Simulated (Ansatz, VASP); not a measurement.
# AlRu: VASP beside Ansatz

```
Al Ru
1.0
     2.99160    0.00000    0.00000
     0.00000    2.99160    0.00000
     0.00000    0.00000    2.99160
Al Ru
1 1
Direct
  0.00000 0.00000 0.89972
  0.50000 0.50000 0.50000
```

Alike in both runs: task single point; functional PBEsol; k mesh 16 × 16 × 16; occupations gaussian, width 0.15 eV; no spin polarisation.

|  | VASP | Ansatz |
| --- | --- | --- |
| version | VASP 6.6.1 | Ansatz 0.2.0 |
| potentials or method | VASP PAW PBE potentials, release 64 (Al, Ru_pv), cutoff 520 eV | scalar-relativistic, plane waves, PAW |
| valence electrons in the cell | 17 | 19 |

```tsv
	VASP	Ansatz	Ansatz less VASP
gap on the k mesh at the Fermi level (eV)	none	none	-
pressure (GPa)	3.5	3.4	-0.11
traceless stress, the component that is largest in VASP (GPa)	-4.76	-4.69	+0.074
rms of the force components (eV/Å)	1.299	1.287	-0.0117
```

VASP's potentials were made for PBE, not for PBEsol. Atom by atom the forces differ by 0.012 eV/Å (rms over components). A gap of «none» marks a metal or a gap that the smearing closes. With one functional, cell and mesh, what is left measures potentials, basis and numerics. VASP's potentials hold 17 valence electrons a cell and Ansatz's 19, so a difference there can come from the potentials and not from the codes.
